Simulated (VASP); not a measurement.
Set up this calculation in VASP 6.6.1, as the native input.

```
Task                   : single point
Functional             : PBEsol
Potentials or basis    : VASP PAW PBE potentials, release 64 (K_sv, Zn)
Cutoff                 : 520 eV
k mesh                 : 7 × 7 × 7
Occupations            : fermi-dirac, width 0.05 eV
Spin                   : no spin polarisation
Dipole correction      : no
Further INCAR settings : ALGO = Normal; EDIFF = 1e-06; NBANDS = 29
```

The structure of KZn (NaTl type) lies in POSCAR:

```
KZn
1.0
    0.0000000000      3.2799829978      3.2799829978
    3.2799829978      0.0000000000      3.2799829978
    3.2799829978      3.2799829978      0.0000000000
K Zn
2 2
Direct
    0.1250000000      0.1250000000      0.1250000000
   -0.1250000000     -0.1250000000     -0.1250000000
    0.3750000000      0.3750000000      0.3750000000
   -0.3750000000     -0.3750000000     -0.3750000000
```

These files were run (other wordings do the same):

INCAR

```
SYSTEM = KZn
ALGO = Normal
EDIFF = 1E-6
ENCUT = 520
GGA = PS
ISIF = 2
ISMEAR = -1
LASPH = .True.
LCHARG = .True.
LELF = .True.
LREAL = .False.
LVHAR = .True.
LWAVE = .False.
NBANDS = 29
NELM = 80
PREC = Accurate
SIGMA = 0.05
```

KPOINTS

```
k-points
0
Gamma
  7 7 7
  0 0 0
```

Potentials or basis: VASP PAW PBE potentials, release 64 (K_sv, Zn).

Command:

```sh
$ cat potpaw_PBE.64/K_sv/POTCAR potpaw_PBE.64/Zn/POTCAR > POTCAR
$ mpirun -np 1 vasp_std > vasp.out
```

It gave:

* Pressure: 19.3 GPa
* Band gap on the k mesh: zero (bands 21 and 22 overlap by 1.36 eV)

Caveat: the cell stands under pressure; the PAW data sets were made with another functional, which shifts forces and pressure a little.

It took 120 s on 1 thread of AMD EPYC 7R43 64-Core Processor (Zen 3) (shared host), peak memory 0.18 GiB.
